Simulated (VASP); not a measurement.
# WC (P3m1) in VASP: single point with PBE

Aim: the single point of WC with PBE.

All numbers are computed with VASP 6.6.1; they aren't measurements. Logs are shortened: lines on timing, memory, paths and dates and some standing lists are left out, and cuts for length are marked.

## 1. The cell of the first run

It takes space group P3m1 (No. 156, trigonal). The conventional cell has a = 2.901 Å, b = 2.901 Å, c = 2.829 Å, α = 90.00°, β = 90.00°, γ = 120.00°. W (site symmetry 3m) has 6 C at 2.12 to 2.27 Å and 8 W at 2.83 to 2.90 Å within 3.0 Å. Within 3.0 Å of C (site symmetry 3m) lie 6 W at 2.12 to 2.27 Å and 8 C at 2.83 to 2.90 Å.

## 2. Single point, PBE (all W atoms moved +0.113 Å, as atom 1 along Cartesian [0 0 1])

INCAR reads:

```
ALGO     = Normal         # electronic algorithm
EDIFF    = 1E-6           # SCF threshold, eV
ENCUT    = 1300           # plane-wave cutoff, eV
GGA      = PE             # functional
GGA_COMPAT= False        
ISIF     = 2              # what is computed and relaxed
ISMEAR   = 0              # smearing method
LASPH    = True           # aspherical terms in the spheres
LCHARG   = False          # write CHGCAR
LREAL    = False          # projectors in reciprocal space
LWAVE    = False          # write WAVECAR
NBANDS   = 16             # bands
NELM     = 120            # most SCF steps
PREC     = Accurate       # precision mode
SIGMA    = 0.15           # smearing width, eV
```

KPOINTS reads:

```
k-points
0
Gamma
  18 18 16
```

POSCAR reads:

```
WC
1.0
    2.9005014360      0.0000000000      0.0000000000
   -1.4502507180      2.5119079273      0.0000000000
    0.0000000000      0.0000000000      2.8290000000
W C
1 1
Direct
    0.0000000000      0.0000000000      0.0397667020
    0.6666666667      0.3333333333      0.5000000000
```

Potentials or basis: VASP PAW PBE potentials, release 64 (W_sv, C_h).

Command:

```console
> cat potpaw_PBE.64/W_sv/POTCAR potpaw_PBE.64/C_h/POTCAR > POTCAR
> mpirun -np 1 vasp_std > vasp.out
```

OUTCAR:

```text
EDIFF = 1E-6
   ENCUT = 1300
   GGA = PE
   ISIF = 2
   ISMEAR = 0
   LASPH = True
   LREAL = False
   NELM = 120
   PREC = Accurate

 ion  position               nearest neighbor table
   1  0.000  0.000  0.040-   2 2.12   2 2.12   2 2.12   2 2.27   2 2.27   2 2.27
   2  0.667  0.333  0.500-   1 2.12   1 2.12   1 2.12   1 2.27   1 2.27   1 2.27

  LATTYP: Found a hexagonal cell.
 ALAT       =     2.9005014360
 C/A-ratio  =     0.9753485949

  Lattice vectors:

 A1 = (   2.9005014360,   0.0000000000,   0.0000000000)
 A2 = (  -1.4502507180,   2.5119079273,   0.0000000000)
 A3 = (   0.0000000000,   0.0000000000,   2.8290000000)

Analysis of symmetry for initial positions (statically):
=====================================================================
 Subroutine PRICEL returns:
 Original cell was already a primitive cell.

 Routine SETGRP: Setting up the symmetry group for a
 hexagonal supercell.

 Subroutine GETGRP returns: Found  6 space group operations
 (whereof  6 operations were pure point group operations)
 out of a pool of 24 trial point group operations.

The static configuration has the point symmetry C_3v.

Analysis of symmetry for dynamics (positions and initial velocities):
=====================================================================
 Subroutine PRICEL returns:
 Original cell was already a primitive cell.

 Routine SETGRP: Setting up the symmetry group for a
 hexagonal supercell.

 Subroutine GETGRP returns: Found  6 space group operations
 (whereof  6 operations were pure point group operations)
 out of a pool of 24 trial point group operations.

The dynamic configuration has the point symmetry C_3v.

 Subroutine INISYM returns: Found  6 space group operations
 (whereof  6 operations are pure point group operations),
 and found     1 'primitive' translations

----------------------------------------------------------------------------------------

                                     Primitive cell

  volume of cell :      20.6115

  direct lattice vectors                    reciprocal lattice vectors
     2.900501436  0.000000000  0.000000000     0.344767973  0.199051882  0.000000000
    -1.450250718  2.511907927  0.000000000     0.000000000  0.398103764  0.000000000
     0.000000000  0.000000000  2.829000000     0.000000000  0.000000000  0.353481796

  length of vectors
     2.900501436  2.900501436  2.829000000     0.398103764  0.398103764  0.353481796

  position of ions in fractional coordinates (direct lattice)
[... 73 lines left out ...]
   ISPIN  =      1    spin polarized calculation?
   LNONCOLLINEAR =      F non collinear calculations
   LSORBIT =      F    spin-orbit coupling
   LASPH  =      T    aspherical Exc in radial PAW
   ENCUT  = 1300.0 eV  95.55 Ry    9.77 a.u.   8.53  8.53  8.32*2*pi/ulx,y,z
   NELM   =    120;   NELMIN=  2; NELMDL= -5     # of ELM steps
   EDIFF  = 0.1E-05   stopping-criterion for ELM
   LREAL  =      F    real-space projection
[... 7 lines left out ...]
   TEBEG  =    0.0;   TEEND  =   0.0 temperature during run
   PSTRESS=    0.0 pullay stress
   NELECT =      18.0000    total number of electrons
   NUPDOWN=      -1.0000    fix difference up-down
   EMIN   =  10.00;   EMAX   =-10.00  energy-range for DOS
   EFERMI =   0.00;   METHOD = LEGACY
   ISMEAR =     0;   SIGMA  =   0.15  broadening in eV -4-tet -1-fermi 0-gaus
   EFERMI_NEDOS =   21; number of points for ismear=-14 and -15
   IALGO  =     38    algorithm
   IMIX   =      4    mixing-type and parameters
     AMIX     =   0.40;   BMIX     =  1.00
     AMIX_MAG =   1.60;   BMIX_MAG =  1.00
  volume/ion in A,a.u.               =      10.31        69.55
  Fermi-wavevector in a.u.,A,eV,Ry     =   1.564813  2.957068 33.315762  2.448639
  Thomas-Fermi vector in A             =   2.667381
   LORBIT       =      0    0 simple, 1 ext, 2 COOP (PROOUT), +10 PAW based schemes
   GGA     = PE    functional components
   LHFCALC =     F    Hartree Fock is set to
   AEXX    =    0.0000 exact exchange contribution
   IVDW    =     0    specifies the selected vdW correction
   LEPSILON=     F    determine dielectric tensor
   LRPA    =     F    only Hartree local field effects (RPA)
 non-spin polarized calculation
 Gauss-broadening in eV      SIGMA  =   0.15
  energy-cutoff  :     1300.00
  volume of cell :       20.61
 maximum number of plane-waves:      2248
 NGX is ok and might be reduce to    36
   NGX = 17   NGY = 17   NGZ = 17

 number of electron      18.0000000 magnetization

 Free energy of the ion-electron system (eV)
  ---------------------------------------------------
  ext. energy  EPLUGINS =         0.00000000
  ---------------------------------------------------
  free energy    TOTEN  =       -22.34859934 eV

  energy without entropy =      -22.34499446  energy(sigma->0) =      -22.34679690

 E-fermi :  11.5341     XC(G=0): -13.8640

 val. band max:       11.5317149957   @ k =   0.0556   0.0000   0.0625
 cond. band min:      11.5347579525   @ k =   0.4444  -0.0000   0.5000
 fundamental gap:      0.0030429568
 Fermi energy:        11.5341143188

 k-point     1 :       0.0000    0.0000    0.0000
  band No.  band energies     occupation
      1     -62.4513      2.00000
      2     -26.4336      2.00000
      3     -26.3400      2.00000
      4     -26.3400      2.00000
      5      -2.9869      2.00000
      6       7.0046      2.00000
[... 433 lines left out ...]
      3     -26.5927      2.00000
      4     -26.3191      2.00000
      5       0.3828      2.00000
      6       4.6053      2.00000
[... 8 lines left out ...]
     15      25.4365      0.00000
     16      28.8114      0.00000

 [... further k-points ...]

------------------------ aborting loop because EDIFF is reached ----------------------------------------

  FORCE on cell =-STRESS in cart. coord.  units (eV):
  Direction    XX          YY          ZZ          XY          YZ          ZX
  --------------------------------------------------------------------------------------
  -------------------------------------------------------------------------------------
  Total        1.5171617      1.5171617      1.7733858      0.0000000      0.0000000      0.0000000
  in kB      117.9322800    117.9322800    137.8491364      0.0000000      0.0000000      0.0000000
  external PRESSURE =     124.5712322 kB  Pullay stress =       0.0000000 kB

 VOLUME and BASIS-vectors are now :
 -----------------------------------------------------------------------------
  energy-cutoff  :     1300.00
  volume of cell :       20.61
      direct lattice vectors                 reciprocal lattice vectors
     2.900501436  0.000000000  0.000000000     0.344767973  0.199051882  0.000000000
    -1.450250718  2.511907927  0.000000000     0.000000000  0.398103764  0.000000000
     0.000000000  0.000000000  2.829000000     0.000000000  0.000000000  0.353481796

 POSITION                                       TOTAL-FORCE (eV/Angst)
 -----------------------------------------------------------------------------------
      0.00000      0.00000      0.11250         0.000000      0.000000     -1.692164
      1.45025      0.83730      1.41450        -0.000000      0.000000      1.692164
 -----------------------------------------------------------------------------------
    total drift:                               -0.000000      0.000000      0.000513

  FREE ENERGIE OF THE ION-ELECTRON SYSTEM (eV)
  ---------------------------------------------------
  free  energy   TOTEN  =       -22.3485993427 eV

  energy  without entropy=      -22.3449944597  energy(sigma->0) =      -22.34679690
```

OSZICAR:

```text
N       E                     dE             d eps       ncg     rms          rms(c)
DAV:   1     0.173306450895E+03    0.17331E+03   -0.16176E+04 16704   0.243E+03
DAV:   2    -0.187993790341E+02   -0.19211E+03   -0.18513E+03 19936   0.512E+02
DAV:   3    -0.253605516897E+02   -0.65612E+01   -0.64901E+01 18760   0.774E+01
DAV:   4    -0.254145866924E+02   -0.54035E-01   -0.54026E-01 21288   0.774E+00
DAV:   5    -0.254149266503E+02   -0.33996E-03   -0.33996E-03 19128   0.633E-01    0.333E+01
DAV:   6    -0.224266541073E+02    0.29883E+01   -0.56306E+00 24128   0.259E+01    0.896E+00
DAV:   7    -0.223749932611E+02    0.51661E-01   -0.43362E-01 16936   0.547E+00    0.634E+00
DAV:   8    -0.223497952937E+02    0.25198E-01   -0.65232E-02 19392   0.241E+00    0.977E-01
DAV:   9    -0.223486296220E+02    0.11657E-02   -0.30131E-03 18304   0.480E-01    0.112E-01
DAV:  10    -0.223485997382E+02    0.29884E-04   -0.37266E-04 20360   0.223E-01    0.323E-02
DAV:  11    -0.223486001338E+02   -0.39564E-06   -0.14171E-05 20080   0.402E-02    0.748E-03
DAV:  12    -0.223485993427E+02    0.79108E-06   -0.26404E-06 17272   0.162E-02
   1 F= -.22348599E+02 E0= -.22346797E+02  d E =-.360488E-02
```

It took 4 min on 1 thread of Intel Xeon 6975P-C (Granite Rapids), shared host; peak memory 0.76 GiB.

Results:

```yaml
Free_energy: -22.3486 eV
Pressure: 12.5 GPa
Largest_force: 1.692 eV/Å
Band_gap_on_the_k_mesh: zero (bands 9 and 10 overlap by 1.17 eV)
```

Forces in eV/Å, atoms in the order of the input:
```
W    0.000  0.000 -1.692
C    0.000  0.000  1.692
```

Caveat: the cell differs from its parent crystal (all W atoms moved +0.113 Å, as atom 1 along Cartesian [0 0 1]); the cell stands under pressure; spin-orbit coupling is left out, which moves the levels of the heavy elements; forces of over 1 eV/Å act on the atoms, so gaps and moduli don't describe the material at rest.
